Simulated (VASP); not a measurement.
A run of VASP 6.6.1:

File INCAR:

```
SYSTEM = CdI2
  ALGO = Normal
  EDIFF = 1E-6
  ENCUT = 500
  GGA = PE
  GGA_COMPAT = .FALSE.
  ISIF = 2
  ISMEAR = -1
  LASPH = .TRUE.
  LCHARG = .TRUE.
  LELF = .TRUE.
  LREAL = .FALSE.
  LVHAR = .TRUE.
  LWAVE = .FALSE.
  NBANDS = 20
  NELM = 120
  PREC = Accurate
  SIGMA = 0.02
```

Contents of KPOINTS:

```
k-points
0
G
  12 12 4
  0 0 0
```

POSCAR

```
CdI2
1.0
    4.2487073931      0.0000000000      0.0000000000
   -2.1243536965      3.6794885357      0.0000000000
    0.0000000000      0.0000000000      6.8836385196
Cd I
1 2
Direct
    0.0000000000      0.0000000000      0.0000000000
    0.3333333333      0.6666666667      0.2495631425
    0.6666666667      0.3333333333      0.7504368575
```

Potentials or basis: VASP PAW PBE potentials, release 64 (Cd, I).

Command:

```console
$ cat potpaw_PBE.64/Cd/POTCAR potpaw_PBE.64/I/POTCAR > POTCAR
$ mpirun -np 1 vasp_std > vasp.out
```

Hardware: 1 thread of AMD EPYC 9R45 (Zen 5) (shared host).

Question: How long does it take, and how much memory?

Answer: It took 61 s on 1 thread of AMD EPYC 9R45 (Zen 5), on a shared host, peak memory 0.26 GiB. Counts: scf iterations 12, k points 69.
